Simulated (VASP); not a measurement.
Mo3Ru:

```
CELL_PARAMETERS angstrom
2.89707 0.00000 0.00000
-1.44853 2.50893 0.00000
0.00000 0.00000 9.26473
ATOMIC_POSITIONS crystal
Mo 0.33333 0.66667 0.50000
Mo 0.66667 0.33333 0.25000
Mo 0.66667 0.33333 0.75000
Ru 0.33333 0.66667 0.00000
```

| Quantity | Value |
| --- | --- |
| Program | VASP 6.6.1 |
| Task | relaxation of cell and atoms |
| Functional | PBE |
| Potentials or basis | VASP PAW PBE potentials, release 64 (Mo_sv, Ru_pv) |
| Cutoff | 600 eV |
| k mesh | 6 × 6 × 2 |
| Occupations | gaussian, width 0.1 eV |
| Spin | no spin polarisation |

At the start: pressure -18.2 GPa; volume 16.84 Å³/atom.

Problem. How do energy, volume and symmetry change on relaxing?

Solution. Over 11 steps the energy falls by 138.0 meV/atom and the volume is 15.45 Å³/atom (-8.2 %); space group P-6m2 (No. 187, to 0.05 Å).

The path:
| step | energy change (eV) | largest force (eV/Å) | pressure (GPa) | volume (Å³) |
| --- | --- | --- | --- | --- |
| 1 | 0.0000 | 1.0300 | -18.25 | 67.34 |
| 2 | 1.8273 | 0.4666 | 77.67 | 50.32 |
| 3 | -0.3874 | 1.1025 | -0.47 | 61.74 |
| 4 | -0.3897 | 1.1016 | 0.90 | 61.40 |
| 5 | -0.3898 | 1.1007 | 1.38 | 61.29 |
| 6 | -0.5152 | 0.6282 | 2.31 | 61.12 |
| 7 | -0.5368 | 0.3233 | 2.89 | 61.04 |
| 8 | -0.5391 | 0.1945 | 3.17 | 61.00 |
| 9 | -0.5112 | 0.0462 | -6.92 | 63.61 |
| 10 | -0.5491 | 0.1372 | -0.45 | 61.87 |
| 11 | -0.5521 | 0.0386 | -0.16 | 61.81 |

Final structure:
```
Mo Ru
1.0
     2.77630    0.00000    0.00000
    -1.38815    2.40434    0.00000
     0.00000    0.00000    9.25899
Mo Ru
3 1
Direct
  0.33333 0.66667 0.50000
  0.66667 0.33333 0.23816
  0.66667 0.33333 0.76184
  0.33333 0.66667 0.00000
```

Caveat: the k points lie up to 0.44 Å⁻¹ apart in the final cell.
